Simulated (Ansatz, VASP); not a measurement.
# Mo: VASP beside Ansatz

The input POSCAR:

```
Mo
1.0
   -1.6534775000      1.5710000000      1.5710000000
    1.6534775000     -1.5710000000      1.5710000000
    1.6534775000      1.5710000000     -1.5710000000
Mo
1
Direct
    0.0000000000      0.0000000000      0.0000000000
```

File INCAR.step1:

```
PREC = Accurate
ENCUT = 520
ISMEAR = 0
SIGMA = 0.15
LREAL = F
LASPH = T
NELM = 80
NBANDS = 13
GGA = PE
ALGO = Normal
EDIFF = 1E-4
LWAVE = T
LCHARG = F
```

Contents of INCAR.step2:

```
PREC = Accurate
ENCUT = 520
EDIFF = 1E-6
ISMEAR = 0
SIGMA = 0.15
LREAL = F
LASPH = T
NELM = 80
ALGO = Normal
ISIF = 2
LWAVE = F
LCHARG = T
METAGGA = R2SCAN
LMIXTAU = T
LELF = T
LVHAR = T
NBANDS = 13
ISTART = 1
```

The input KPOINTS:

```
regular mesh
0
Gamma
  22 22 22
```

Input for Ansatz:

```yaml
crystal:
  lattice:
    - [-1.6534775, 1.571, 1.571]
    - [1.6534775, -1.571, 1.571]
    - [1.6534775, 1.571, -1.571]
  atoms:
    - { symbol: Mo, position: [0.0, 0.0, 0.0] }
basis:
  ecutwfc: 500
kpoints:
  mp_grid: { grid: [22, 22, 22] }
hamiltonian:
  xc: r2scan
scf:
  occupations: { method: gaussian, width: 0.15 }
output:
  forces: true
  stress: true
  eigenvalues: true
  write_density: true
  write_potential: true
  elf: true
  volumetric_format: npy
```

Change from the starting cell: strain +0.0525 x Voigt [1, 0, 0, 0, 0, 0], atoms carried along.

Alike in both runs: task single point; functional r2SCAN; k mesh 22 × 22 × 22; occupations gaussian, width 0.15 eV; no spin polarisation.

|  | VASP | Ansatz |
| --- | --- | --- |
| version | VASP 6.6.1 | Ansatz 0.2.0 |
| potentials or method | VASP PAW PBE potentials, release 64 (Mo_sv), cutoff 520 eV | scalar-relativistic, plane waves, PAW |
| valence electrons in the cell | 14 | 14 |

|  | VASP | Ansatz | Ansatz less VASP |
| --- | --- | --- | --- |
| gap on the k mesh at the Fermi level (eV) | none | none | - |
| pressure (GPa) | -9.4 | -10.3 | -0.94 |
| traceless stress, the component that is largest in VASP (GPa) | -9.74 | -9.74 | -0.001 |

VASP's potentials were made for PBE, not for r2SCAN. A gap of «none» marks a metal or a gap that the smearing closes. With one functional, cell and mesh, what is left measures potentials, basis and numerics.
